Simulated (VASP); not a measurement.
Write the native input for VASP 6.6.1 that does the following.

```yaml
Task: single point
Functional: LDA
Potentials_or_basis: VASP PAW LDA potentials, release 64 (Si)
Cutoff: 520 eV
k_mesh: 16 × 16 × 16
Occupations: fermi-dirac, width 0.1 eV
Spin: no spin polarisation
Dipole_correction: no
Further_INCAR_settings: ALGO = Normal; EDIFF = 1e-06; NBANDS = 8
```

The structure of Si lies in POSCAR:

```
Si
1.0
    2.0109279408      0.0000000000      0.0000000000
    0.0000000000      2.0109279408      0.0000000000
    0.0000000000      0.0000000000      2.0109279408
Si
1
Direct
    0.0000000000      0.0000000000      0.0000000000
```

This cell differs from its parent crystal: volume scaled by 0.52.

One way to write it, as run:

INCAR

```
SYSTEM = Si
ALGO = Normal ; EDIFF = 1E-6
ENCUT = 520 ; GGA = CA
ISIF = 2 ; ISMEAR = -1
LASPH = .True. ; LCHARG = .False.
LREAL = .False. ; LWAVE = .False.
NBANDS = 8 ; NELM = 100
PREC = Accurate ; SIGMA = 0.1
```

KPOINTS

```
k-points
0
Gamma
  16 16 16
  0 0 0
```

Potentials or basis: VASP PAW LDA potentials, release 64 (Si).

The run is started by

```sh
$ cat potpaw_LDA.64/Si/POTCAR > POTCAR
$ mpirun -np 1 vasp_std > vasp.out
```

It gave:

```
Pressure               : 258.5 GPa
Band gap on the k mesh : zero (band 2 reaches 26.76 eV, above the bottom of band 3 at 16.66 eV)
```

It took 3.4 s on 1 thread of Intel(R) Xeon(R) Platinum 8488C (Sapphire Rapids) (shared host), peak memory 0.11 GiB.
